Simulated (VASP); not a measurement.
Write the native input for VASP 6.6.1 that does the following.

```
Task                   : relaxation of cell and atoms
Functional             : PBE
Potentials or basis    : VASP PAW PBE potentials, release 64 (C)
Cutoff                 : 600 eV
k mesh                 : 25 × 25 × 25
Occupations            : fermi-dirac, width 0.08 eV
Spin                   : no spin polarisation
Target pressure        : 190 GPa
Dipole correction      : no
Further INCAR settings : ALGO = Normal; EDIFF = 1e-06; IBRION = 2; EDIFFG = -0.005; NSW = 60; ISIF = 3
```

The structure of C lies in POSCAR:

```
C
1.0
   -1.5979247993      1.5979247993      0.8788586396
    1.5979247993     -1.5979247993      0.8788586396
    1.5979247993      1.5979247993     -0.8788586396
C
2
Direct
   -0.3750000000     -0.1250000000     -0.2500000000
    0.3750000000      0.1250000000      0.2500000000
```

These files were run (other wordings do the same):

INCAR

```
SYSTEM = C
  PREC = Accurate
  ENCUT = 600
  EDIFF = 1E-6
  ISMEAR = -1
  SIGMA = 0.08
  LREAL = .False.
  LASPH = .True.
  NELM = 60
  ALGO = Normal
  ISIF = 3
  LWAVE = .False.
  LCHARG = .False.
  GGA = PE
  IBRION = 2
  NSW = 60
  EDIFFG = -0.005
  PSTRESS = 1900.0
```

KPOINTS

```
Automatic mesh
0
Gamma
  25 25 25
  0 0 0
```

Potentials or basis: VASP PAW PBE potentials, release 64 (C).

The run is started by

```console
$ cat potpaw_PBE.64/C/POTCAR > POTCAR
$ mpirun -np 1 vasp_std > vasp.out
```

Results of the run:

| Item | Value |
| --- | --- |
| Relaxed volume | 4.25 Å³/atom |
| Relaxed cell | a = 2.267 Å, b = 2.267 Å, c = 2.267 Å, α = 117.83°, β = 117.83°, γ = 93.81° |
| Space group after relaxing (to 0.1 Å) | I4_1/amd (No. 141) |
| Energy change on relaxing (the run minimises the enthalpy) | -1990.7 meV/atom |
| Ionic steps | 46 |
| Pressure after relaxing | 190.0 GPa |
| Band gap on the k mesh | 2.65 eV (least direct gap 5.08 eV) |

Caveat: the cell is relaxed towards a set pressure, so the run minimises the enthalpy, not the energy; an odd mesh through Γ misses points on the zone boundary, where band edges can lie.

Run time: 45 min on 1 thread of Intel Xeon 8259CL (shared host), peak memory 0.21 GiB.
